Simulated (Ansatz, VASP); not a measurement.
## GaN: VASP beside Ansatz

Contents of INCAR:

```
SYSTEM = GaN
PREC     = Accurate       ! precision mode
ENCUT    = 520            ! plane-wave cutoff, eV
EDIFF    = 1E-7           ! SCF threshold, eV
ISMEAR   = 0              ! smearing method
SIGMA    = 0.05           ! smearing width, eV
LREAL    = .False.        ! projectors in reciprocal space
LASPH    = .True.         ! aspherical terms in the spheres
NELM     = 80             ! most SCF steps
ALGO     = Normal         ! electronic algorithm
ISIF     = 2              ! what is computed and relaxed
LWAVE    = .False.        ! write WAVECAR
LCHARG   = .False.        ! write CHGCAR
NBANDS   = 46             ! bands
```

KPOINTS

```
Automatic mesh
0
Gamma
  8 6 6
  0 0 0
```

File POSCAR:

```
GaN
1.0
   -3.1515767111      0.0000000000      0.0000000000
    0.0000000000      0.0000000000     -5.1382481593
    0.0000000000     -5.4586909876      0.0000000000
Ga N
4 4
Direct
    0.5000000000      0.0076774528      0.1771019774
    0.0000000000     -0.0005822892      0.6562264043
    0.0000000000      0.4994177108      0.3437735957
    0.5000000000      0.5076774528      0.8228980226
    0.5000000000      0.6082140411      0.1681615346
    0.0000000000      0.6120469656      0.6651413466
    0.0000000000      0.1120469656      0.3348586534
    0.5000000000      0.1082140411      0.8318384654
```

Input for Ansatz:

```yaml
crystal:
  lattice:
    - [-3.1515767111, 0.0, 0.0]
    - [0.0, 0.0, -5.1382481593]
    - [0.0, -5.4586909876, 0.0]
  atoms:
    - { symbol: Ga, position: [0.5, 0.0076774528, 0.1771019774] }
    - { symbol: Ga, position: [0.0, -0.0005822892, 0.6562264043] }
    - { symbol: Ga, position: [0.0, 0.4994177108, 0.3437735957] }
    - { symbol: Ga, position: [0.5, 0.5076774528, 0.8228980226] }
    - { symbol: "N", position: [0.5, 0.6082140411, 0.1681615346] }
    - { symbol: "N", position: [0.0, 0.6120469656, 0.6651413466] }
    - { symbol: "N", position: [0.0, 0.1120469656, 0.3348586534] }
    - { symbol: "N", position: [0.5, 0.1082140411, 0.8318384654] }
basis:
  ecutwfc: 520.0
kpoints:
  mp_grid: { grid: [8, 6, 6] }
hamiltonian:
  xc: lda
  pseudopotentials: { kind: paw, azcp: { folder: soft_1 } }
scf:
  occupations: { method: gaussian, width: 0.05 }
output:
  forces: true
  stress: true
  eigenvalues: true
```

Change from the starting cell: mode 11 frozen in at -0.061 Å and mode 13 at +0.073 Å (largest displacements).

Alike in both runs: task single point; functional LDA; k mesh 8 × 6 × 6; occupations gaussian, width 0.05 eV; no spin polarisation.

```csv
,VASP,Ansatz
version,VASP 6.6.1,Ansatz 0.2.0
potentials or method,"VASP PAW LDA potentials, release 64 (Ga_d, N), cutoff 520 eV","scalar-relativistic, plane waves, PAW"
valence electrons in the cell,72,72
```

VASP gave:

| Quantity | Value |
| --- | --- |
| gap on the k mesh at the Fermi level (eV) | 2.03 |
| least direct gap on the mesh (eV) | 2.03 |
| pressure (GPa) | 2.7 |
| traceless stress, the component that is largest in VASP (GPa) | -6.13 |
| rms of the force components (eV/Å) | 0.876 |

Task: Which values does Ansatz return?

Result: gap on the k mesh at the Fermi level (eV): 2.02; least direct gap on the mesh (eV): 2.02; pressure (GPa): 1.5; traceless stress, the component that is largest in VASP (GPa): -5.83; rms of the force components (eV/Å): 0.861.

Ansatz warns that its potentials were made for another functional, while VASP's fit it. LDA's correlation is that of Perdew and Zunger in VASP and of Perdew and Wang (1992) in Ansatz. Atom by atom the forces differ by 0.015 eV/Å (rms over components).
